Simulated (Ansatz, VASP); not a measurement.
**Na: VASP beside Ansatz**

The input INCAR:

```
ALGO = Normal ; EDIFF = 1E-6
ENCUT = 520 ; GGA = PE
ISIF = 2 ; ISMEAR = 0
LASPH = T ; LCHARG = F
LREAL = F ; LWAVE = F
NBANDS = 10 ; NELM = 60
PREC = Accurate ; SIGMA = 0.1
```

KPOINTS

```
k-points
0
Gamma
  14 14 14
```

Contents of POSCAR:

```
Na
1.0
   -2.1410000000      2.1410000000      2.1410000000
    2.1410000000     -2.1410000000      2.1410000000
    2.1410000000      2.1410000000     -2.1410000000
Na
1
Direct
    0.0000000000      0.0000000000      0.0000000000
```

Input for Ansatz:

```yaml
crystal:
  lattice:
    - [-2.141, 2.141, 2.141]
    - [2.141, -2.141, 2.141]
    - [2.141, 2.141, -2.141]
  atoms:
    - { symbol: Na, position: [0.0, 0.0, 0.0] }
basis:
  ecutwfc: 420
kpoints:
  mp_grid: { grid: [14, 14, 14] }
hamiltonian:
  xc: pbe
scf:
  occupations: { method: gaussian, width: 0.1 }
output:
  forces: true
  stress: true
  eigenvalues: true
  populations: true
```

Alike in both runs: task single point; functional PBE; k mesh 14 × 14 × 14; occupations gaussian, width 0.1 eV; no spin polarisation.

```csv
,VASP,Ansatz
version,VASP 6.6.1,Ansatz 0.2.0
potentials or method,"VASP PAW PBE potentials, release 64 (Na_pv), cutoff 520 eV","scalar-relativistic, plane waves, PAW"
valence electrons in the cell,7,9
```

|  | VASP | Ansatz | Ansatz less VASP |
| --- | --- | --- | --- |
| gap on the k mesh at the Fermi level (eV) | none | none | - |
| pressure (GPa) | -0.4 | -0.4 | +0.02 |

A gap of «none» marks a metal or a gap that the smearing closes. VASP's potentials hold 7 valence electrons a cell and Ansatz's 9, so a difference there can come from the potentials and not from the codes.
